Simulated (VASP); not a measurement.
Input of a VASP 6.6.1 run:

The input INCAR:

```
SYSTEM = AlMo3C
ALGO = Normal
EDIFF = 1E-7
ENCUT = 520
GGA = PE
ISIF = 2
ISMEAR = 0
LASPH = .True.
LCHARG = .False.
LREAL = .False.
LWAVE = .False.
NBANDS = 60
NELM = 80
PREC = Accurate
SIGMA = 0.2
```

The input KPOINTS:

```
k-points
0
Gamma
  6 6 4
  0 0 0
```

POSCAR

```
AlMo3C
1.0
    4.1429719602      0.0013056762      0.0000157238
    0.0013059859      4.1422078386     -0.0006403403
   -0.0000624578     -0.0009927009      8.2972183860
Al Mo C
2 6 2
Direct
    0.0000342223      0.0000322874      0.4999917004
   -0.0000016695     -0.0000230144     -0.0000166008
   -0.0001135527      0.4998944782      0.2499518959
    0.0000086495      0.5001006615      0.7499785047
    0.5001279750     -0.0000519219      0.2500026002
    0.5000829575      0.0000595971      0.7500104666
    0.4999751668      0.4999562451      0.0000153021
    0.5000443097      0.5000155546      0.5000173261
    0.4998343034      0.4999498841      0.2500188877
    0.5000076380      0.5000662284      0.7500299173
```

Potentials or basis: VASP PAW PBE potentials, release 64 (Al, Mo_sv, C).

Launch:

```bash
$ cat potpaw_PBE.64/Al/POTCAR potpaw_PBE.64/Mo_sv/POTCAR potpaw_PBE.64/C/POTCAR > POTCAR
$ mpirun -np 1 vasp_std > vasp.out
```

**Question.** Estimate the largest force.

**Answer.** 0.003 eV/Å.

**Question.** Estimate the band gap on the k mesh.

**Answer.** Zero (bands 49 and 50 overlap by 1.44 eV).

**Question.** Predict the pressure.

**Answer.** 0.3 GPa.

Forces on the atoms (eV/Å):
```
Al   0.000 -0.001  0.000
Al   0.000  0.000  0.000
Mo   0.000  0.001  0.002
Mo   0.000 -0.001  0.000
Mo  -0.003  0.000  0.000
Mo  -0.001  0.000  0.000
Mo   0.000  0.001  0.000
Mo  -0.001  0.000  0.000
C    0.003  0.000  0.000
C    0.000  0.000 -0.002
```
